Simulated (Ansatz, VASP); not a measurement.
## Two plane-wave programs on Na2Yb3P

```
Na Yb P
1.0
     6.59166    0.00000    0.00000
    -3.29583    5.70854    0.00000
     0.00000    0.00000    5.72944
Na Yb P
2 3 1
Cartesian
  0.0000 3.8057 0.0000
  3.2958 1.9028 0.0000
  3.2958 0.0000 2.8647
  1.6479 2.8543 2.8647
  -1.6479 2.8543 2.8647
  0.0000 0.0000 0.0000
```

Change from the starting cell: species swapped into the DyB2Ru3 type (P6/mmm, No. 191).

Alike in both runs: functional PBE; k mesh 6 × 6 × 8; occupations gaussian, width 0.1 eV; no spin polarisation.

Ansatz relaxed the structure, and its values are those at the end. VASP's run is a single point on that final structure, the one shown.

|  | VASP | Ansatz |
| --- | --- | --- |
| version | VASP 6.6.1 | Ansatz 0.2.0 |
| potentials or method | VASP PAW PBE potentials, release 64 (Na_pv, Yb, P), cutoff 520 eV | scalar-relativistic, plane waves, PAW |
| valence electrons in the cell | 91 | 95 |

```csv
,VASP,Ansatz,Ansatz less VASP
gap on the k mesh at the Fermi level (eV),none,none,-
pressure (GPa),0.4,0.0,-0.41
```

A gap of «none» marks a metal or a gap that the smearing closes. With one functional, cell and mesh, what is left measures potentials, basis and numerics. VASP's potentials hold 91 valence electrons a cell and Ansatz's 95, so a difference there can come from the potentials and not from the codes.

Spin-orbit coupling is off throughout.
